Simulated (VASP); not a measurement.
Set up this calculation in VASP 6.6.1, as the native input.

| Quantity | Value |
| --- | --- |
| Task | single point |
| Functional | r2SCAN |
| Dispersion | rVV10 |
| Potentials or basis | VASP PAW PBE potentials, release 64 (Sn_d, Se) |
| Cutoff | 520 eV |
| k mesh | 6 × 6 × 4 |
| Occupations | fermi-dirac, width 0.02 eV |
| Spin | no spin polarisation |
| Dipole correction | no |
| Further INCAR settings | ALGO = Normal; EDIFF = 1e-06; NBANDS = 28 |

The system is SnSe.

```
Sn Se
1.0
     4.21934    0.00000    0.00000
     0.00000    4.21934    0.00000
     0.00000    0.00000    5.99302
Sn Se
2 2
Direct
  0.50000 0.00000 0.25009
  0.00000 0.50000 0.74991
  0.50000 0.00000 0.74990
  0.00000 0.50000 0.25010
```

One way to write it, as run:

POSCAR

```
SnSe
1.0
    4.2193387754      0.0000000000      0.0000000000
    0.0000000000      4.2193387754      0.0000000000
    0.0000000000      0.0000000000      5.9930246257
Sn Se
2 2
Direct
    0.5000000000      0.0000000000      0.2500913545
    0.0000000000      0.5000000000      0.7499086455
    0.5000000000      0.0000000000      0.7498973803
    0.0000000000      0.5000000000      0.2501026197
```

INCAR.step1

```
SYSTEM = SnSe
PREC = Accurate
ENCUT = 520
ISMEAR = -1
SIGMA = 0.02
LREAL = .False.
LASPH = .True.
NELM = 60
NBANDS = 28
GGA = PE
ALGO = Normal
EDIFF = 1E-4
LWAVE = .True.
LCHARG = .False.
```

INCAR.step2

```
SYSTEM = SnSe
PREC = Accurate
ENCUT = 520
EDIFF = 1E-6
ISMEAR = -1
SIGMA = 0.02
LREAL = .False.
LASPH = .True.
NELM = 60
ALGO = Normal
ISIF = 2
LWAVE = .False.
LCHARG = .True.
METAGGA = R2SCAN
LMIXTAU = .True.
LUSE_VDW = .True.
IVDW_NL = 2
BPARAM = 11.95
CPARAM = 0.0093
LELF = .True.
LVHAR = .True.
NBANDS = 28
ISTART = 1
```

KPOINTS

```
regular mesh
0
Gamma
  6 6 4
  0 0 0
```

Potentials or basis: VASP PAW PBE potentials, release 64 (Sn_d, Se).

Command:

```console
$ cat potpaw_PBE.64/Sn_d/POTCAR potpaw_PBE.64/Se/POTCAR > POTCAR
$ cp INCAR.step1 INCAR
$ mpirun -np 1 vasp_std > vasp.out
$ cp INCAR.step2 INCAR
$ mpirun -np 1 vasp_std > vasp.out
```

It gave:

The pressure is 0.2 GPa and the band gap on the k mesh is 0.59 eV.

Caveat: the PAW data sets were made with another functional, which shifts forces and pressure a little; spin-orbit coupling is left out, which moves the levels of the heavy elements.

Run time: 3.4 min on 1 thread of AMD EPYC 9R45 96-Core Processor (Zen 5), with other jobs on the host, peak memory 0.42 GiB.
